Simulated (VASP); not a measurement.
# AlGeIr3 (P6/mmm) in VASP: single point with PBE

Aim: the single point of AlGeIr3 with PBE.

Everything below comes from runs of VASP 6.6.1. Logs are shortened: lines on timing, memory, paths and dates and some standing lists are left out, and cuts for length are marked.

### Step 1. The cell of the first run

It takes space group P6/mmm (No. 191, hexagonal). Conventional cell: a = 5.146 Å, b = 5.146 Å, c = 5.033 Å, α = 90.00°, β = 90.00°, γ = 120.00°. Al (site symmetry 6/mmm) has 2 Ge at 2.52 Å within 3.3 Å. Within 3.3 Å of Ge (site symmetry 6/mmm) lie 2 Al at 2.52 Å and 6 Ir at 2.57 Å. Ir (site symmetry mmm) has 2 Ge at 2.57 Å and 4 Ir at 2.57 Å within 3.4 Å.

The cell was built from a structure type or drawn by symmetry, and may not be a known phase.

### Step 2. Single point, PBE, collinear spin

INCAR

```
ALGO = Fast
EDIFF = 1E-6
ENCUT = 520
GGA = PE
ISIF = 2
ISMEAR = 0
ISPIN = 2
LASPH = T
LCHARG = F
LMAXMIX = 4
LORBIT = 11
LREAL = F
LWAVE = F
MAGMOM = 0 0 0.33 0.33 0.33
NBANDS = 34
NELM = 150
PREC = Accurate
SIGMA = 0.1
```

KPOINTS

```
k-points
0
Gamma
  12 12 8
```

POSCAR

```
AlGeIr3
1.0
    5.1456674009      0.0000000000      0.0000000000
   -2.5728337004      4.4562786887      0.0000000000
    0.0000000000      0.0000000000      5.0334292361
Al Ge Ir
1 1 3
Direct
    0.0000000000      0.0000000000      0.0000000000
    0.0000000000      0.0000000000      0.5000000000
    0.5000000000      0.0000000000      0.5000000000
    0.0000000000      0.5000000000      0.5000000000
    0.5000000000      0.5000000000      0.5000000000
```

Potentials or basis: VASP PAW PBE potentials, release 64 (Al, Ge_d, Ir).

Started as:

```
cat potpaw_PBE.64/Al/POTCAR potpaw_PBE.64/Ge_d/POTCAR potpaw_PBE.64/Ir/POTCAR > POTCAR
mpirun -np 1 vasp_std > vasp.out
```

OUTCAR:

```text
EDIFF = 1E-6
   ENCUT = 520
   GGA = PE
   ISIF = 2
   ISMEAR = 0
   ISPIN = 2
   LASPH = T
   LORBIT = 11
   LREAL = F
   NELM = 150
   PREC = Accurate

 ion  position               nearest neighbor table
   1  0.000  0.000  0.000-   2 2.52   2 2.52
   2  0.000  0.000  0.500-   1 2.52   1 2.52   3 2.57   3 2.57   4 2.57   4 2.57   5 2.57   5 2.57

   3  0.500  0.000  0.500-   2 2.57   2 2.57   5 2.57   5 2.57   4 2.57   4 2.57
   4  0.000  0.500  0.500-   5 2.57   5 2.57   2 2.57   2 2.57   3 2.57   3 2.57
   5  0.500  0.500  0.500-   4 2.57   4 2.57   3 2.57   3 2.57   2 2.57   2 2.57

  LATTYP: Found a hexagonal cell.
 ALAT       =     5.1456674009
 C/A-ratio  =     0.9781878314

  Lattice vectors:

 A1 = (   5.1456674009,   0.0000000000,   0.0000000000)
 A2 = (  -2.5728337004,   4.4562786887,   0.0000000000)
 A3 = (   0.0000000000,   0.0000000000,   5.0334292361)

Analysis of symmetry for initial positions (statically):
=====================================================================
 Subroutine PRICEL returns:
 Original cell was already a primitive cell.

 Routine SETGRP: Setting up the symmetry group for a
 hexagonal supercell.

 Subroutine GETGRP returns: Found 24 space group operations
 (whereof 24 operations were pure point group operations)
 out of a pool of 24 trial point group operations.

The static configuration has the point symmetry D_6h.

Analysis of symmetry for dynamics (positions and initial velocities):
=====================================================================
 Subroutine PRICEL returns:
 Original cell was already a primitive cell.

 Routine SETGRP: Setting up the symmetry group for a
 hexagonal supercell.

 Subroutine GETGRP returns: Found 24 space group operations
 (whereof 24 operations were pure point group operations)
 out of a pool of 24 trial point group operations.

The dynamic configuration has the point symmetry D_6h.

Analysis of structural, dynamic, and magnetic symmetry:
=====================================================================
 Subroutine PRICEL returns:
 Original cell was already a primitive cell.

 Routine SETGRP: Setting up the symmetry group for a
 hexagonal supercell.

 Subroutine GETGRP returns: Found 24 space group operations
 (whereof 24 operations were pure point group operations)
 out of a pool of 24 trial point group operations.

The overall configuration has the point symmetry D_6h.

 Subroutine INISYM returns: Found 24 space group operations
 (whereof 24 operations are pure point group operations),
 and found     1 'primitive' translations

----------------------------------------------------------------------------------------

                                     Primitive cell

  volume of cell :     115.4192

  direct lattice vectors                    reciprocal lattice vectors
     5.145667401  0.000000000  0.000000000     0.194338250  0.112201241  0.000000000
    -2.572833700  4.456278689  0.000000000     0.000000000  0.224402482  0.000000000
     0.000000000  0.000000000  5.033429236     0.000000000  0.000000000  0.198671711

  length of vectors
     5.145667401  5.145667401  5.033429236     0.224402482  0.224402482  0.198671711

  position of ions in fractional coordinates (direct lattice)
     0.000000000  0.000000000  0.000000000
     0.000000000  0.000000000  0.500000000
     0.500000000  0.000000000  0.500000000
     1.000000000  0.500000000  0.500000000
     0.500000000  0.500000000  0.500000000

  ion indices of the primitive-cell ions
   primitive index   ion index
                 1           1
                 2           2
                 3           3
                 4           4
                 5           5

----------------------------------------------------------------------------------------

 KPOINTS: k-points

Automatic generation of k-mesh.
 Grid dimensions read from file:
 generate k-points for:   12   12    8

 Generating k-lattice:

  Cartesian coordinates                     Fractional coordinates (reciprocal lattice)
     0.016194854  0.009350103  0.000000000     0.083333333 -0.000000000  0.000000000
     0.000000000  0.018700207  0.000000000     0.000000000  0.083333333  0.000000000
     0.000000000  0.000000000  0.024833964     0.000000000  0.000000000  0.125000000

  Length of vectors
     0.018700207  0.018700207  0.024833964

  Shift w.r.t. Gamma in fractional coordinates (k-lattice)
     0.000000000  0.000000000  0.000000000

 Subroutine IBZKPT returns following result:
 ===========================================

 Found     95 irreducible k-points:

 Following reciprocal coordinates:
            Coordinates               Weight
  0.000000  0.000000  0.000000      1.000000
  0.083333 -0.000000  0.000000      6.000000
  0.166667 -0.000000  0.000000      6.000000
  0.250000 -0.000000  0.000000      6.000000
  0.333333 -0.000000  0.000000      6.000000
  0.416667 -0.000000  0.000000      6.000000
[... 16 lines left out ...]
  0.250000 -0.000000  0.125000     12.000000
  0.333333 -0.000000  0.125000     12.000000
 [... further k-points ...]
   k-points           NKPTS =     95   k-points in BZ     NKDIM =     95   number of bands    NBANDS=     34
   number of dos      NEDOS =    301   number of ions     NIONS =      5
   total plane-waves  NPLWV =  64000
   dimension x,y,z NGX =    40 NGY =   40 NGZ =   40
   dimension x,y,z NGXF=    80 NGYF=   80 NGZF=   80
   ions per type =               1   1   3
   NGX,Y,Z   is equivalent  to a cutoff of  12.92, 12.92, 13.21 a.u.
   NGXF,Y,Z  is equivalent  to a cutoff of  25.85, 25.85, 26.42 a.u.
 SYSTEM =  unknown system
   PREC   = accura    normal or accurate (medium, high low for compatibility)
   ISTART =      0    job   : 0-new  1-cont  2-samecut
   ICHARG =      2    charge: 1-file 2-atom 10-const
   ISPIN  =      2    spin polarized calculation?
   LNONCOLLINEAR =      F non collinear calculations
   LSORBIT =      F    spin-orbit coupling
   LASPH  =      T    aspherical Exc in radial PAW
   ENCUT  =  520.0 eV  38.22 Ry    6.18 a.u.   9.57  9.57  9.36*2*pi/ulx,y,z
   NELM   =    150;   NELMIN=  2; NELMDL= -5     # of ELM steps
   EDIFF  = 0.1E-05   stopping-criterion for ELM
   LREAL  =      F    real-space projection
   EDIFFG = 0.1E-04   stopping-criterion for IOM
   NSW    =      0    number of steps for IOM
   IBRION =     -1    ionic relax: 0-MD 1-quasi-New 2-CG
   NFREE  =      0    steps in history (QN), initial steepest desc. (CG)
   ISIF   =      2    stress and relaxation
   ISYM   =      2    0-nonsym 1-usesym 2-fastsym
   POTIM  = 0.5000    time-step for ionic-motion
   TEBEG  =    0.0;   TEEND  =   0.0 temperature during run
   PSTRESS=    0.0 pullay stress
   NELECT =      44.0000    total number of electrons
   NUPDOWN=      -1.0000    fix difference up-down
   EMIN   =  10.00;   EMAX   =-10.00  energy-range for DOS
   EFERMI =   0.00;   METHOD = LEGACY
   ISMEAR =     0;   SIGMA  =   0.10  broadening in eV -4-tet -1-fermi 0-gaus
   EFERMI_NEDOS =   21; number of points for ismear=-14 and -15
   IALGO  =     68    algorithm
   IMIX   =      4    mixing-type and parameters
     AMIX     =   0.40;   BMIX     =  1.00
     AMIX_MAG =   1.60;   BMIX_MAG =  1.00
  volume/ion in A,a.u.               =      23.08       155.78
  Fermi-wavevector in a.u.,A,eV,Ry     =   1.187043  2.243186 19.171570  1.409071
  Thomas-Fermi vector in A             =   2.323203
   LORBIT       =     11    0 simple, 1 ext, 2 COOP (PROOUT), +10 PAW based schemes
   GGA     = PE    functional components
   LHFCALC =     F    Hartree Fock is set to
   AEXX    =    0.0000 exact exchange contribution
   IVDW    =     0    specifies the selected vdW correction
   LEPSILON=     F    determine dielectric tensor
   LRPA    =     F    only Hartree local field effects (RPA)
 spin polarized calculation
 RMM-DIIS sequential band-by-band and
 Gauss-broadening in eV      SIGMA  =   0.10
  energy-cutoff  :      520.00
  volume of cell :      115.42
 maximum number of plane-waves:      3139
 NGX is ok and might be reduce to    40
   NGX = 19   NGY = 19   NGZ = 19

 number of electron      43.9999976 magnetization       0.0177132

 Free energy of the ion-electron system (eV)
  ---------------------------------------------------
  ext. energy  EPLUGINS =         0.00000000
  ---------------------------------------------------
  free energy    TOTEN  =       -29.89399063 eV

  energy without entropy =      -29.84977426  energy(sigma->0) =      -29.87188244

 E-fermi :   4.2562     XC(G=0): -10.0060

 val. band max:        4.2555810046   @ k =   0.4167   0.0833   0.5000
 cond. band min:       4.2587020215   @ k =   0.3333  -0.0000   0.2500
 fundamental gap:      0.0031210170
 Fermi energy:         4.2561517078

 spin component 1

 k-point     1 :       0.0000    0.0000    0.0000
  band No.  band energies     occupation
      1     -20.5937      1.00000
      2     -20.5100      1.00000
      3     -20.5100      1.00000
      4     -20.4654      1.00000
      5     -20.4654      1.00000
      6      -7.0496      1.00000
[... 26 lines left out ...]
     33      12.9052      0.00000
     34      13.0344      0.00000

 k-point     2 :       0.0833   -0.0000    0.0000
  band No.  band energies     occupation
      1     -20.5933      1.00000
      2     -20.5100      1.00000
      3     -20.5099      1.00000
      4     -20.4650      1.00000
      5     -20.4645      1.00000
      6      -6.9951      1.00000
[... 26 lines left out ...]
     33      12.4147      0.00000
     34      12.4597      0.00000
[... 775 lines left out ...]
     33      12.0506      0.00000
     34      13.1688      0.00000

 k-point    24 :       0.3333   -0.0000    0.1250
  band No.  band energies     occupation
      1     -20.5890      1.00000
      2     -20.5097      1.00000
      3     -20.5090      1.00000
      4     -20.4607      1.00000
      5     -20.4550      1.00000
      6      -6.2699      1.00000
[... 26 lines left out ...]
     33      11.9711      0.00000
     34      13.5758      0.00000

 [... further k-points ...]

 spin component 2

 k-point     1 :       0.0000    0.0000    0.0000
  band No.  band energies     occupation
      1     -20.5934      1.00000
      2     -20.5099      1.00000
      3     -20.5099      1.00000
      4     -20.4653      1.00000
      5     -20.4653      1.00000
      6      -7.0483      1.00000
[... 26 lines left out ...]
     33      12.9095      0.00000
     34      13.0584      0.00000

 k-point     2 :       0.0833   -0.0000    0.0000
  band No.  band energies     occupation
      1     -20.5930      1.00000
      2     -20.5099      1.00000
      3     -20.5098      1.00000
      4     -20.4649      1.00000
      5     -20.4644      1.00000
      6      -6.9938      1.00000
[... 26 lines left out ...]
     33      12.4157      0.00000
     34      12.4605      0.00000
[... 775 lines left out ...]
     33      12.0518      0.00000
     34      13.1788      0.00000

 k-point    24 :       0.3333   -0.0000    0.1250
  band No.  band energies     occupation
      1     -20.5887      1.00000
      2     -20.5095      1.00000
      3     -20.5088      1.00000
      4     -20.4607      1.00000
      5     -20.4550      1.00000
      6      -6.2687      1.00000
[... 26 lines left out ...]
     33      11.9722      0.00000
     34      13.4847      0.00000

 [... further k-points ...]

------------------------ aborting loop because EDIFF is reached ----------------------------------------

  FORCE on cell =-STRESS in cart. coord.  units (eV):
  Direction    XX          YY          ZZ          XY          YZ          ZX
  --------------------------------------------------------------------------------------
  -------------------------------------------------------------------------------------
  Total        0.1901466      0.1901466     -0.0545765      0.0000000     -0.0000000      0.0000000
  in kB        2.6394963      2.6394963     -0.7575974      0.0000000     -0.0000000      0.0000000
  external PRESSURE =       1.5071317 kB  Pullay stress =       0.0000000 kB

 VOLUME and BASIS-vectors are now :
 -----------------------------------------------------------------------------
  energy-cutoff  :      520.00
  volume of cell :      115.42
      direct lattice vectors                 reciprocal lattice vectors
     5.145667401  0.000000000  0.000000000     0.194338250  0.112201241  0.000000000
    -2.572833700  4.456278689  0.000000000     0.000000000  0.224402482  0.000000000
     0.000000000  0.000000000  5.033429236     0.000000000  0.000000000  0.198671711

 POSITION                                       TOTAL-FORCE (eV/Angst)
 -----------------------------------------------------------------------------------
      0.00000      0.00000      0.00000         0.000000      0.000000      0.000000
      0.00000      0.00000      2.51671         0.000000      0.000000      0.000000
      2.57283      0.00000      2.51671        -0.000000      0.000000      0.000000
     -1.28642      2.22814      2.51671        -0.000000      0.000000      0.000000
      1.28642      2.22814      2.51671        -0.000000      0.000000      0.000000
 -----------------------------------------------------------------------------------
    total drift:                               -0.000000      0.000000     -0.000000

  FREE ENERGIE OF THE ION-ELECTRON SYSTEM (eV)
  ---------------------------------------------------
  free  energy   TOTEN  =       -29.8939906291 eV

  energy  without entropy=      -29.8497742608  energy(sigma->0) =      -29.87188244

 total charge

# of ion       s       p       d       tot
------------------------------------------
    1        0.543   0.180   0.000   0.723
    2        1.081   1.285  10.136  12.501
    3        0.705   0.520   7.028   8.253
    4        0.705   0.520   7.028   8.253
    5        0.705   0.520   7.028   8.253
--------------------------------------------------
tot          3.739   3.025  31.220  37.983

 magnetization (x)

# of ion       s       p       d       tot
------------------------------------------
    1       -0.000   0.000   0.000   0.000
    2        0.000   0.000   0.000   0.001
    3        0.000   0.000   0.005   0.005
    4        0.000   0.000   0.005   0.005
    5        0.000   0.000   0.005   0.005
--------------------------------------------------
tot          0.001   0.001   0.016   0.017
```

It took 28 min on 1 thread of Oxide Virtual Turin-like, shared host; peak memory 0.66 GiB.

Results:

| Item | Value |
| --- | --- |
| Free energy | -29.8940 eV |
| Pressure | 0.2 GPa |
| Band gap on the k mesh | zero (filled and empty bands overlap) |
| Net moment | 0.02 μB per cell |
| Valence electrons inside the program's atomic spheres | Al 0.72; Ge 12.50; Ir 8.25 |

Stress tensor (GPa, compression positive):
```
 0.26  0.00  0.00
 0.00  0.26  0.00
 0.00  0.00 -0.08
```

Caveat: spin-orbit coupling is left out, which moves the levels of the heavy elements.
